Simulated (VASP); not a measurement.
# TiN (rocksalt type) (Fm-3m) in VASP: notebook

Runs on TiN (rocksalt type). Level: PBE. Tasks: single point.

All numbers are computed with VASP 6.6.1; they aren't measurements. Logs are shortened: lines on timing, memory, paths and dates and some standing lists are left out, and cuts for length are marked.

### Step 1. The cell of the first run

Symmetry: Fm-3m, No. 225, cubic system. Conventional cell: a = 4.161 Å, b = 4.161 Å, c = 4.161 Å, α = 90.00°, β = 90.00°, γ = 90.00°. Ti (site symmetry m-3m) has 6 N at 2.08 Å within 2.8 Å. N (site symmetry m-3m) has 6 Ti at 2.08 Å within 2.8 Å.

### Step 2. Single point, PBE (volume scaled by 0.9405)

Input file INCAR:

```
SYSTEM = TiN
PREC = Accurate ; ENCUT = 520
EDIFF = 1E-6 ; ISMEAR = -1
SIGMA = 0.03 ; LREAL = .FALSE.
LASPH = .TRUE. ; NELM = 80
ALGO = Normal ; ISIF = 2
LWAVE = .FALSE. ; LCHARG = .TRUE.
GGA = PE ; LELF = .TRUE.
LVHAR = .TRUE. ; NBANDS = 16
```

Input file KPOINTS:

```
Automatic mesh
0
G
  16 16 16
  0 0 0
```

Input file POSCAR:

```
TiN
1.0
    0.0000000000      2.0804613374      2.0804613374
    2.0804613374      0.0000000000      2.0804613374
    2.0804613374      2.0804613374      0.0000000000
Ti N
1 1
Direct
    0.0000000000      0.0000000000      0.0000000000
    0.5000000000      0.5000000000      0.5000000000
```

Potentials or basis: VASP PAW PBE potentials, release 64 (Ti_sv, N).

Run with:

```sh
> cat potpaw_PBE.64/Ti_sv/POTCAR potpaw_PBE.64/N/POTCAR > POTCAR
> mpirun -np 1 vasp_std > vasp.out
```

OUTCAR:

```text
SYSTEM = TiN
   PREC = Accurate
   ENCUT = 520
   EDIFF = 1E-6
   ISMEAR = -1
   LREAL = .FALSE.
   LASPH = .TRUE.
   NELM = 80
   ISIF = 2
   GGA = PE

 ion  position               nearest neighbor table
   1  0.000  0.000  0.000-   2 2.08   2 2.08   2 2.08   2 2.08   2 2.08   2 2.08
   2  0.500  0.500  0.500-   1 2.08   1 2.08   1 2.08   1 2.08   1 2.08   1 2.08

  LATTYP: Found a face centered cubic cell.
 ALAT       =     4.1609226748

  Lattice vectors:

 A1 = (   0.0000000000,   2.0804613374,   2.0804613374)
 A2 = (   2.0804613374,   0.0000000000,   2.0804613374)
 A3 = (   2.0804613374,   2.0804613374,   0.0000000000)

Analysis of symmetry for initial positions (statically):
=====================================================================
 Subroutine PRICEL returns:
 Original cell was already a primitive cell.

 Routine SETGRP: Setting up the symmetry group for a
 face centered cubic supercell.

 Subroutine GETGRP returns: Found 48 space group operations
 (whereof 48 operations were pure point group operations)
 out of a pool of 48 trial point group operations.

The static configuration has the point symmetry O_h .

Analysis of symmetry for dynamics (positions and initial velocities):
=====================================================================
 Subroutine PRICEL returns:
 Original cell was already a primitive cell.

 Routine SETGRP: Setting up the symmetry group for a
 face centered cubic supercell.

 Subroutine GETGRP returns: Found 48 space group operations
 (whereof 48 operations were pure point group operations)
 out of a pool of 48 trial point group operations.

The dynamic configuration has the point symmetry O_h .

 Subroutine INISYM returns: Found 48 space group operations
 (whereof 48 operations are pure point group operations),
 and found     1 'primitive' translations

----------------------------------------------------------------------------------------

                                     Primitive cell

  volume of cell :      18.0098

  direct lattice vectors                    reciprocal lattice vectors
     0.000000000  2.080461337  2.080461337    -0.240331311  0.240331311  0.240331311
     2.080461337  0.000000000  2.080461337     0.240331311 -0.240331311  0.240331311
     2.080461337  2.080461337  0.000000000     0.240331311  0.240331311 -0.240331311

  length of vectors
     2.942216639  2.942216639  2.942216639     0.416266041  0.416266041  0.416266041

  position of ions in fractional coordinates (direct lattice)
     0.000000000  0.000000000  0.000000000
     0.500000000  0.500000000  0.500000000

  ion indices of the primitive-cell ions
   primitive index   ion index
                 1           1
                 2           2

----------------------------------------------------------------------------------------

 KPOINTS: Automatic mesh

Automatic generation of k-mesh.
 Grid dimensions read from file:
 generate k-points for:   16   16   16

 Generating k-lattice:

  Cartesian coordinates                     Fractional coordinates (reciprocal lattice)
    -0.015020707  0.015020707  0.015020707     0.062500000  0.000000000  0.000000000
     0.015020707 -0.015020707  0.015020707     0.000000000  0.062500000  0.000000000
     0.015020707  0.015020707 -0.015020707     0.000000000  0.000000000  0.062500000

  Length of vectors
     0.026016628  0.026016628  0.026016628

  Shift w.r.t. Gamma in fractional coordinates (k-lattice)
     0.000000000  0.000000000  0.000000000

 Subroutine IBZKPT returns following result:
 ===========================================

 Found    145 irreducible k-points:

 Following reciprocal coordinates:
            Coordinates               Weight
  0.000000  0.000000  0.000000      1.000000
  0.062500  0.000000  0.000000      8.000000
  0.125000  0.000000  0.000000      8.000000
  0.187500  0.000000  0.000000      8.000000
  0.250000  0.000000  0.000000      8.000000
  0.312500  0.000000  0.000000      8.000000
[... 16 lines left out ...]
 -0.125000  0.062500  0.000000     24.000000
 -0.062500  0.062500  0.000000     12.000000
 [... further k-points ...]
   k-points           NKPTS =    145   k-points in BZ     NKDIM =    145   number of bands    NBANDS=     16
   number of dos      NEDOS =    301   number of ions     NIONS =      2
   total plane-waves  NPLWV =  13824
   dimension x,y,z NGX =    24 NGY =   24 NGZ =   24
   dimension x,y,z NGXF=    48 NGYF=   48 NGZF=   48
   ions per type =               1   1
   NGX,Y,Z   is equivalent  to a cutoff of  13.56, 13.56, 13.56 a.u.
   NGXF,Y,Z  is equivalent  to a cutoff of  27.12, 27.12, 27.12 a.u.
 SYSTEM =  TiN
   PREC   = accura    normal or accurate (medium, high low for compatibility)
   ISTART =      0    job   : 0-new  1-cont  2-samecut
   ICHARG =      2    charge: 1-file 2-atom 10-const
   ISPIN  =      1    spin polarized calculation?
   LNONCOLLINEAR =      F non collinear calculations
   LSORBIT =      F    spin-orbit coupling
   LASPH  =      T    aspherical Exc in radial PAW
   ENCUT  =  520.0 eV  38.22 Ry    6.18 a.u.   5.47  5.47  5.47*2*pi/ulx,y,z
   NELM   =     80;   NELMIN=  2; NELMDL= -5     # of ELM steps
   EDIFF  = 0.1E-05   stopping-criterion for ELM
   LREAL  =      F    real-space projection
   EDIFFG = 0.1E-04   stopping-criterion for IOM
   NSW    =      0    number of steps for IOM
   IBRION =     -1    ionic relax: 0-MD 1-quasi-New 2-CG
   NFREE  =      0    steps in history (QN), initial steepest desc. (CG)
   ISIF   =      2    stress and relaxation
   ISYM   =      2    0-nonsym 1-usesym 2-fastsym
   POTIM  = 0.5000    time-step for ionic-motion
   TEBEG  =    0.0;   TEEND  =   0.0 temperature during run
   PSTRESS=    0.0 pullay stress
   NELECT =      17.0000    total number of electrons
   NUPDOWN=      -1.0000    fix difference up-down
   EMIN   =  10.00;   EMAX   =-10.00  energy-range for DOS
   EFERMI =   0.00;   METHOD = LEGACY
   ISMEAR =    -1;   SIGMA  =   0.03  broadening in eV -4-tet -1-fermi 0-gaus
   EFERMI_NEDOS =   21; number of points for ismear=-14 and -15
   IALGO  =     38    algorithm
   IMIX   =      4    mixing-type and parameters
     AMIX     =   0.40;   BMIX     =  1.00
     AMIX_MAG =   1.60;   BMIX_MAG =  1.00
  volume/ion in A,a.u.               =       9.00        60.77
  Fermi-wavevector in a.u.,A,eV,Ry     =   1.605911  3.034732 35.088750  2.578950
  Thomas-Fermi vector in A             =   2.702182
   LORBIT       =      0    0 simple, 1 ext, 2 COOP (PROOUT), +10 PAW based schemes
   GGA     = PE    functional components
   LHFCALC =     F    Hartree Fock is set to
   AEXX    =    0.0000 exact exchange contribution
   IVDW    =     0    specifies the selected vdW correction
   LEPSILON=     F    determine dielectric tensor
   LRPA    =     F    only Hartree local field effects (RPA)
 non-spin polarized calculation
  energy-cutoff  :      520.00
  volume of cell :       18.01
 maximum number of plane-waves:       531
 NGX is ok and might be reduce to    24
   NGX = 11   NGY = 11   NGZ = 11

 number of electron      16.9999998 magnetization

 Free energy of the ion-electron system (eV)
  ---------------------------------------------------
  ext. energy  EPLUGINS =         0.00000000
  ---------------------------------------------------
  free energy    TOTEN  =       -19.56815465 eV

  energy without entropy =      -19.56478294  energy(sigma->0) =      -19.56646880

 E-fermi :  12.2629     XC(G=0): -13.3420

 val. band max:       12.2592421159   @ k =   0.4375   0.1875   0.0625
 cond. band min:      12.2632561268   @ k =   0.3750   0.1250   0.0000
 fundamental gap:      0.0040140109
 Fermi energy:        12.2628987651

 k-point     1 :       0.0000    0.0000    0.0000
  band No.  band energies     occupation
      1     -45.5411      2.00000
      2     -21.4735      2.00000
      3     -21.4735      2.00000
      4     -21.4735      2.00000
      5      -5.2112      2.00000
      6      10.1277      2.00000
[... 8 lines left out ...]
     15      25.5975      0.00000
     16      32.7980      0.00000

 k-point     2 :       0.0625    0.0000    0.0000
  band No.  band energies     occupation
      1     -45.5363      2.00000
      2     -21.5057      2.00000
      3     -21.4760      2.00000
      4     -21.4760      2.00000
      5      -5.1267      2.00000
      6       9.6556      2.00000
[... 8 lines left out ...]
     15      25.6842      0.00000
     16      32.6803      0.00000

 k-point     3 :       0.1250    0.0000    0.0000
  band No.  band energies     occupation
      1     -45.5229      2.00000
      2     -21.5964      2.00000
      3     -21.4833      2.00000
      4     -21.4833      2.00000
      5      -4.8820      2.00000
      6       8.6922      2.00000
[... 8 lines left out ...]
     15      25.8283      0.00000
     16      32.3032      0.00000

 k-point     4 :       0.1875    0.0000    0.0000
  band No.  band energies     occupation
      1     -45.5028      2.00000
      2     -21.7296      2.00000
      3     -21.4940      2.00000
      4     -21.4940      2.00000
      5      -4.5014      2.00000
      6       7.5855      2.00000
[... 8 lines left out ...]
     15      25.8041      0.00000
     16      31.5517      0.00000

 k-point     5 :       0.2500    0.0000    0.0000
  band No.  band energies     occupation
      1     -45.4789      2.00000
      2     -21.8833      2.00000
      3     -21.5067      2.00000
      4     -21.5067      2.00000
      5      -4.0236      2.00000
      6       6.4749      2.00000
[... 8 lines left out ...]
     15      25.6475      0.00000
     16      30.4899      0.00000

 k-point     6 :       0.3125    0.0000    0.0000
  band No.  band energies     occupation
      1     -45.4549      2.00000
      2     -22.0335      2.00000
      3     -21.5193      2.00000
      4     -21.5193      2.00000
      5      -3.5013      2.00000
      6       5.4510      2.00000
[... 8 lines left out ...]
     15      25.7205      0.00000
     16      29.3327      0.00000

 k-point     7 :       0.3750    0.0000    0.0000
  band No.  band energies     occupation
      1     -45.4344      2.00000
      2     -22.1583      2.00000
      3     -21.5300      2.00000
      4     -21.5300      2.00000
      5      -3.0053      2.00000
      6       4.5974      2.00000
[... 8 lines left out ...]
     15      26.1360      0.00000
     16      28.3022      0.00000

 k-point     8 :       0.4375    0.0000    0.0000
  band No.  band energies     occupation
      1     -45.4207      2.00000
      2     -22.2404      2.00000
      3     -21.5371      2.00000
      4     -21.5371      2.00000
      5      -2.6327      2.00000
      6       4.0117      2.00000
[... 8 lines left out ...]
     15      26.6022      0.00000
     16      27.5844      0.00000

 k-point     9 :       0.5000    0.0000    0.0000
  band No.  band energies     occupation
      1     -45.4159      2.00000
      2     -22.2689      2.00000
      3     -21.5395      2.00000
      4     -21.5395      2.00000
      5      -2.4907      2.00000
      6       3.7992      2.00000
[... 8 lines left out ...]
     15      26.8009      0.00000
     16      27.3249      0.00000
[... 172 lines left out ...]
 k-point    19 :      -0.3750    0.0625    0.0000
  band No.  band energies     occupation
      1     -45.4267      2.00000
      2     -22.1815      2.00000
      3     -21.5620      2.00000
      4     -21.5285      2.00000
      5      -2.8759      2.00000
      6       4.4169      2.00000
[... 8 lines left out ...]
     15      26.1903      0.00000
     16      27.7784      0.00000

 k-point    20 :      -0.3125    0.0625    0.0000
  band No.  band energies     occupation
      1     -45.4449      2.00000
      2     -22.0730      2.00000
      3     -21.5553      2.00000
      4     -21.5147      2.00000
      5      -3.3183      2.00000
      6       5.1402      2.00000
[... 8 lines left out ...]
     15      25.7705      0.00000
     16      28.5280      0.00000

 k-point    21 :      -0.2500    0.0625    0.0000
  band No.  band energies     occupation
      1     -45.4677      2.00000
      2     -21.9342      2.00000
      3     -21.5436      2.00000
      4     -21.5004      2.00000
      5      -3.8188      2.00000
      6       6.0498      2.00000
[... 8 lines left out ...]
     15      25.6168      0.00000
     16      29.4503      0.00000

 k-point    22 :      -0.1875    0.0625    0.0000
  band No.  band energies     occupation
      1     -45.4917      2.00000
      2     -21.7851      2.00000
      3     -21.5283      2.00000
      4     -21.4877      2.00000
      5      -4.3004      2.00000
      6       7.0566      2.00000
[... 8 lines left out ...]
     15      25.7700      0.00000
     16      30.3962      0.00000

 k-point    23 :      -0.1250    0.0625    0.0000
  band No.  band energies     occupation
      1     -45.5131      2.00000
      2     -21.6491      2.00000
      3     -21.5112      2.00000
      4     -21.4786      2.00000
      5      -4.7053      2.00000
      6       8.0744      2.00000
[... 8 lines left out ...]
     15      25.8854      0.00000
     16      31.2759      0.00000

 k-point    24 :      -0.0625    0.0625    0.0000
  band No.  band energies     occupation
      1     -45.5287      2.00000
      2     -21.5502      2.00000
      3     -21.4928      2.00000
      4     -21.4745      2.00000
      5      -4.9904      2.00000
      6       9.0032      2.00000
[... 8 lines left out ...]
     15      25.7965      0.00000
     16      32.0635      0.00000

 [... further k-points ...]

------------------------ aborting loop because EDIFF is reached ----------------------------------------

  FORCE on cell =-STRESS in cart. coord.  units (eV):
  Direction    XX          YY          ZZ          XY          YZ          ZX
  --------------------------------------------------------------------------------------
  -------------------------------------------------------------------------------------
  Total        2.2288160      2.2288160      2.2288160      0.0000000     -0.0000000     -0.0000000
  in kB      198.2786036    198.2786036    198.2786036      0.0000000     -0.0000000     -0.0000000
  external PRESSURE =     198.2786036 kB  Pullay stress =       0.0000000 kB

 VOLUME and BASIS-vectors are now :
 -----------------------------------------------------------------------------
  energy-cutoff  :      520.00
  volume of cell :       18.01
      direct lattice vectors                 reciprocal lattice vectors
     0.000000000  2.080461337  2.080461337    -0.240331311  0.240331311  0.240331311
     2.080461337  0.000000000  2.080461337     0.240331311 -0.240331311  0.240331311
     2.080461337  2.080461337  0.000000000     0.240331311  0.240331311 -0.240331311

 POSITION                                       TOTAL-FORCE (eV/Angst)
 -----------------------------------------------------------------------------------
      0.00000      0.00000      0.00000         0.000000      0.000000      0.000000
      2.08046      2.08046      2.08046         0.000000      0.000000      0.000000
 -----------------------------------------------------------------------------------
    total drift:                                0.000000     -0.000000     -0.000000

  FREE ENERGIE OF THE ION-ELECTRON SYSTEM (eV)
  ---------------------------------------------------
  free  energy   TOTEN  =       -19.5681546543 eV

  energy  without entropy=      -19.5647829361  energy(sigma->0) =      -19.56646880
```

Wall time 17 s (1 thread of Intel Xeon 6975P-C (Granite Rapids), shared host); peak memory 0.17 GiB.

Results:

- Free energy: -19.5682 eV
- Pressure: 19.8 GPa

Levels at points of the mesh, in eV from the Fermi level:
```csv
k point,band 6,band 7,band 8,band 9,band 10,band 11,band 12,band 13
"(0.00, 0.00, 0.00)",-2.14,-2.14,-2.14,-0.68,-0.68,-0.68,0.62,0.62
"(0.50, 0.00, 0.00)",-8.46,-5.81,-5.81,1.83,1.83,2.57,6.18,6.18
"(0.50, 0.50, 0.00)",-5.98,-3.34,-3.33,-3.33,1.78,2.60,2.60,4.03
```

### Step 3. Single point, PBE (volume scaled by 0.97)

Input file INCAR:

```
SYSTEM = TiN
  PREC = Accurate
  ENCUT = 520
  EDIFF = 1E-6
  ISMEAR = -1
  SIGMA = 0.03
  LREAL = .FALSE.
  LASPH = .TRUE.
  NELM = 80
  ALGO = Normal
  ISIF = 2
  LWAVE = .FALSE.
  LCHARG = .FALSE.
  GGA = PE
  NBANDS = 16
```

Input file KPOINTS:

```
regular mesh
0
G
  16 16 16
  0 0 0
```

Input file POSCAR:

```
TiN
1.0
    0.0000000000      2.1019899127      2.1019899127
    2.1019899127      0.0000000000      2.1019899127
    2.1019899127      2.1019899127      0.0000000000
Ti N
1 1
Direct
    0.0000000000      0.0000000000      0.0000000000
    0.5000000000      0.5000000000      0.5000000000
```

Potentials or basis: VASP PAW PBE potentials, release 64 (Ti_sv, N).

Run with:

```sh
> cat potpaw_PBE.64/Ti_sv/POTCAR potpaw_PBE.64/N/POTCAR > POTCAR
> mpirun -np 1 vasp_std > vasp.out
```

Wall time 16 s (1 thread of Intel Xeon 6975P-C (Granite Rapids), shared host); peak memory 0.17 GiB.

It converged, with:

```
Free energy : -19.6200 eV
Pressure    : 9.5 GPa
```

Levels at points of the mesh, in eV from the Fermi level:
```csv
k point,band 7,band 8,band 9,band 10,band 11,band 12
"(0.00, 0.00, 0.00)",-2.09,-2.09,-0.65,-0.65,-0.65,0.59
"(0.50, 0.00, 0.00)",-5.64,-5.64,1.74,1.74,2.44,5.93
"(0.50, 0.50, 0.00)",-3.29,-3.29,-3.19,1.69,2.47,2.47
```
